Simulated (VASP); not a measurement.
WSe2, 3 atoms in the cell. The cell holds a slab with vacuum, 3 atoms: a = 3.318 Å, b = 3.318 Å, c = 16.658 Å, α = 90.00°, β = 90.00°, γ = 120.00°.  This cell differs from its parent crystal: all Se atoms moved +0.150 Å, as atom 2 along Cartesian [1 -1 0].

- Program: VASP 6.6.1
- Task: single point
- Functional: PBEsol
- Potentials or basis: VASP PAW PBE potentials, release 64 (W_sv, Se)
- Cutoff: 520 eV
- k mesh: 12 × 12 × 2
- Occupations: gaussian, width 0.05 eV
- Spin: no spin polarisation
- Dipole correction: no
- Further INCAR settings: ALGO = Normal; EDIFF = 1e-06; NBANDS = 20

Potentials or basis: VASP PAW PBE potentials, release 64 (W_sv, Se).

Run with:

```sh
$ cat potpaw_PBE.64/W_sv/POTCAR potpaw_PBE.64/Se/POTCAR > POTCAR
$ mpirun -np 1 vasp_std > vasp.out
```

Hardware: 1 thread of AMD EPYC 7R43 64-Core Processor (Zen 3), with other jobs on the host.

**Question.** Estimate the wall time of this run.

**Answer.** Run time: 20 min on 1 thread of AMD EPYC 7R43 64-Core Processor (Zen 3) (shared host), peak memory 0.6 GiB. Counts: scf iterations 21, k points 148.
